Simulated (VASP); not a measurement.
# Mo in VASP: a series of runs, part 2 of 2

VASP 6.6.1.

**3. Single point, PBE**

This run uses another cell than the first one, of 15.57 Å³/atom, 0.980 times its volume.

File INCAR:

```
  PREC = Accurate
  ENCUT = 520
  EDIFF = 1E-6
  ISMEAR = -1
  SIGMA = 0.05
  LREAL = F
  LASPH = T
  NELM = 100
  ALGO = Normal
  ISIF = 2
  LWAVE = F
  LCHARG = F
  GGA = PE
  NBANDS = 13
```

File KPOINTS:

```
regular mesh
0
Gamma
  10 10 10
```

File POSCAR:

```
Mo
1.0
   -1.5838089719      1.5838089719      1.5521327925
    1.5838089719     -1.5838089719      1.5521327925
    1.5838089719      1.5838089719     -1.5521327925
Mo
1
Direct
    0.0000000000      0.0000000000      0.0000000000
```

Potentials or basis: VASP PAW PBE potentials, release 64 (Mo_sv).

Command:

```console
> cat potpaw_PBE.64/Mo_sv/POTCAR > POTCAR
> mpirun -np 1 vasp_std > vasp.out
```

OUTCAR:

```text
PREC = Accurate
   ENCUT = 520
   EDIFF = 1E-6
   ISMEAR = -1
   LREAL = F
   LASPH = T
   NELM = 100
   ISIF = 2
   GGA = PE

 ion  position               nearest neighbor table
   1  0.000  0.000  0.000-

  LATTYP: Found a body centered tetragonal cell.
 ALAT       =     3.1676179438
 C/A-ratio  =     0.9800000000

  Lattice vectors:

 A1 = (  -1.5838089719,   1.5838089719,   1.5521327925)
 A2 = (   1.5838089719,  -1.5838089719,   1.5521327925)
 A3 = (   1.5838089719,   1.5838089719,  -1.5521327925)
[... 552 lines left out ...]
      4     -22.0378      2.00000
      5       8.7949      2.00000
      6       9.9424      2.00000
      7      10.7440      2.00000
      8      14.5010      0.00000
      9      15.0113      0.00000
     10      21.4621      0.00000
     11      23.2242      0.00000
     12      24.6745      0.00000
     13      29.8700      0.00000

 [... further k-points ...]
[... 5 lines left out ...]
  --------------------------------------------------------------------------------------
  -------------------------------------------------------------------------------------
  Total        0.2171503      0.2171503      0.6944405      0.0000000      0.0000000      0.0000000
  in kB       22.3396643     22.3396643     71.4415970      0.0000000      0.0000000      0.0000000
  external PRESSURE =      38.7069752 kB  Pullay stress =       0.0000000 kB

 VOLUME and BASIS-vectors are now :
 -----------------------------------------------------------------------------
  energy-cutoff  :      520.00
  volume of cell :       15.57
      direct lattice vectors                 reciprocal lattice vectors
    -1.583808972  1.583808972  1.552132792     0.000000000  0.315694638  0.322137386
     1.583808972 -1.583808972  1.552132792     0.315694638  0.000000000  0.322137386
     1.583808972  1.583808972 -1.552132792     0.315694638  0.315694638  0.000000000

 POSITION                                       TOTAL-FORCE (eV/Angst)
 -----------------------------------------------------------------------------------
      0.00000      0.00000      0.00000        -0.000000      0.000000     -0.000000
 -----------------------------------------------------------------------------------
    total drift:                               -0.000000     -0.000000      0.000000

  FREE ENERGIE OF THE ION-ELECTRON SYSTEM (eV)
  ---------------------------------------------------
  free  energy   TOTEN  =       -10.9170667958 eV

  energy  without entropy=      -10.9090119127  energy(sigma->0) =      -10.91303935
```

stdout:

```text
POSCAR found type information on POSCAR Mo
 POSCAR found :  1 types and       1 ions
 scaLAPACK will be used
 LDA part: xc-table for (Slater+PW92), standard interpolation
 POSCAR, INCAR and KPOINTS ok, starting setup
 FFT: planning ... GRIDC
 FFT: planning ... GRID_SOFT
 FFT: planning ... GRID
 WAVECAR not read
 entering main loop
```

Run time: 8.3 s. Hardware: 1 thread of AMD EPYC 9R45 (Zen 5), shared host; peak memory 0.1 GiB.

What came out:

* Free energy: -10.9171 eV
* Pressure: 3.9 GPa
* Band gap on the k mesh: zero (band 7 reaches 16.65 eV, above the bottom of band 8 at 11.38 eV)

**4. Single point, PBE**

This run uses another cell than the first one, of 15.73 Å³/atom, 0.990 times its volume.

File INCAR:

```
PREC = Accurate
ENCUT = 520
EDIFF = 1E-7
ISMEAR = -1
SIGMA = 0.05
LREAL = False
LASPH = True
NELM = 100
ALGO = Fast
ISIF = 2
LWAVE = False
LCHARG = False
GGA = PE
NBANDS = 13
```

KPOINTS is that of step 3.

File POSCAR:

```
Mo
1.0
   -1.5838089719      1.5838089719      1.5679708822
    1.5838089719     -1.5838089719      1.5679708822
    1.5838089719      1.5838089719     -1.5679708822
Mo
1
Direct
    0.0000000000      0.0000000000      0.0000000000
```

Command:

```console
> cat potpaw_PBE.64/Mo_sv/POTCAR > POTCAR
> mpirun -np 1 vasp_std > vasp.out
```

Wall time 12 s (1 thread of AMD EPYC 9R45 (Zen 5), shared host); peak memory 0.1 GiB.

Results (log left out):

| Item | Value |
| --- | --- |
| Free energy | -10.9219 eV |
| Pressure | 1.1 GPa |
| Band gap on the k mesh | zero (band 7 reaches 16.44 eV, above the bottom of band 8 at 11.19 eV) |

Stress tensor (GPa, compression positive):
```
0.32 0.00 0.00
0.00 0.32 0.00
0.00 0.00 2.58
```

Levels at points of the mesh, in eV from the Fermi level:
```
           k point  band 5  band 6  band 7  band 8  band 9  band 10
(0.00, 0.00, 0.00)   -7.33   -1.53   -1.41   -1.41    1.48     1.63
(0.50, 0.00, 0.00)   -5.40   -3.51    1.52    1.62    2.24     4.61
(0.50, 0.50, 0.00)   -5.38   -3.39    1.44    1.48    2.15     4.59
(0.50, 0.50, 0.50)   -5.51   -5.48    3.84    3.84    3.87     8.82
```

**5. Single point, PBE**

This run uses another cell than the first one, of 16.05 Å³/atom, 1.010 times its volume.

File INCAR:

```
SYSTEM = Mo
PREC = Accurate
ENCUT = 520
EDIFF = 1E-7
ISMEAR = -1
SIGMA = 0.05
LREAL = .FALSE.
LASPH = .TRUE.
NELM = 100
ALGO = Normal
ISIF = 2
LWAVE = .FALSE.
LCHARG = .FALSE.
GGA = PE
NBANDS = 13
```

File KPOINTS:

```
Automatic mesh
0
G
  10 10 10
  0 0 0
```

File POSCAR:

```
Mo
1.0
   -1.5838089719      1.5838089719      1.5996470616
    1.5838089719     -1.5838089719      1.5996470616
    1.5838089719      1.5838089719     -1.5996470616
Mo
1
Direct
    0.0000000000      0.0000000000      0.0000000000
```

Command:

```console
> cat potpaw_PBE.64/Mo_sv/POTCAR > POTCAR
> mpirun -np 1 vasp_std > vasp.out
```

It took 9.8 s on 1 thread of AMD EPYC 9R45 (Zen 5), shared host; peak memory 0.1 GiB.

Results (log left out):

* Free energy: -10.9192 eV
* Pressure: -3.9 GPa
* Band gap on the k mesh: zero (band 7 reaches 16.00 eV, above the bottom of band 8 at 10.94 eV)

Stress tensor (GPa, compression positive):
```
-3.20  0.00  0.00
 0.00 -3.20  0.00
 0.00  0.00 -5.28
```

Levels at points of the mesh, in eV from the Fermi level:
| k point | band 3 | band 4 | band 5 | band 6 | band 7 | band 8 | band 9 | band 10 | band 11 | band 12 |
| --- | --- | --- | --- | --- | --- | --- | --- | --- | --- | --- |
| (0.00, 0.00, 0.00) | -34.69 | -34.69 | -7.25 | -1.44 | -1.44 | -1.33 | 1.45 | 1.59 | 14.56 | 14.75 |
| (0.50, 0.00, 0.00) | -35.10 | -34.69 | -5.26 | -3.33 | 1.40 | 1.48 | 2.13 | 4.46 | 11.12 | 11.81 |
| (0.50, 0.50, 0.00) | -35.11 | -34.70 | -5.27 | -3.45 | 1.48 | 1.63 | 2.19 | 4.49 | 11.21 | 11.77 |
| (0.50, 0.50, 0.50) | -35.57 | -35.57 | -5.35 | -5.33 | 3.72 | 3.75 | 3.75 | 8.59 | 8.85 | 8.85 |

**6. Overview**

```tsv
level	spin	cell	k mesh	smearing	gap on the mesh (eV)	pressure (GPa)
RPBE+D3(BJ)	collinear, ferromagnetic start	a = 2.743 Å, angles 109.5°, 1 atom	12 × 12 × 12	tetrahedron	none	-42.9
PBE	off	a = 2.725 Å, angles 108.9, 108.9, 110.6°, 1 atom	10 × 10 × 10	fermi-dirac 0.05 eV	none	3.9
PBE	off	a = 2.734 Å, angles 109.2, 109.2, 110.0°, 1 atom	10 × 10 × 10	fermi-dirac 0.05 eV	none	1.1
PBE	off	a = 2.752 Å, angles 109.7, 109.7, 108.9°, 1 atom	10 × 10 × 10	fermi-dirac 0.05 eV	none	-3.9
```

Alike in all rows: task single point; potentials or basis VASP PAW PBE potentials, release 64 (Mo_sv); cutoff (eV) 520.

Caveats: the PAW data sets were made with another functional, which shifts forces and pressure a little (some runs); pairwise dispersion overbinds metals, which lowers pressure and volume (some runs).

Total energies depend on the potentials used, so only differences within one code and one set of settings carry meaning.
